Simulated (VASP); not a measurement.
Input of a VASP 6.6.1 run:

File INCAR:

```
SYSTEM = HfPb2
PREC = Accurate
ENCUT = 520
EDIFF = 1E-6
ISMEAR = 0
SIGMA = 0.1
LREAL = .False.
LASPH = .True.
NELM = 80
ALGO = Fast
ISIF = 2
LWAVE = .False.
LCHARG = .False.
GGA = PE
NBANDS = 26
```

KPOINTS

```
Automatic mesh
0
Gamma
  12 12 14
  0 0 0
```

POSCAR

```
HfPb2
1.0
    5.4821353251      0.0000000000      0.0000000000
   -2.7410676625      4.7476684585      0.0000000000
    0.0000000000      0.0000000000      3.0962618955
Hf Pb
1 2
Direct
    0.0000000000      0.0000000000      0.0000000000
    0.3333333333      0.6666666667      0.5000000000
    0.6666666667      0.3333333333      0.5000000000
```

Potentials or basis: VASP PAW PBE potentials, release 64 (Hf_pv, Pb_d).

Command:

```console
$ cat potpaw_PBE.64/Hf_pv/POTCAR potpaw_PBE.64/Pb_d/POTCAR > POTCAR
$ mpirun -np 1 vasp_std > vasp.out
```

Q: Estimate the pressure.

A: -0.2 GPa.

Q: Predict the band gap on the k mesh.

A: Zero (bands 19 and 20 overlap by 1.75 eV).

Caveat: spin-orbit coupling is left out, which moves the levels of the heavy elements.
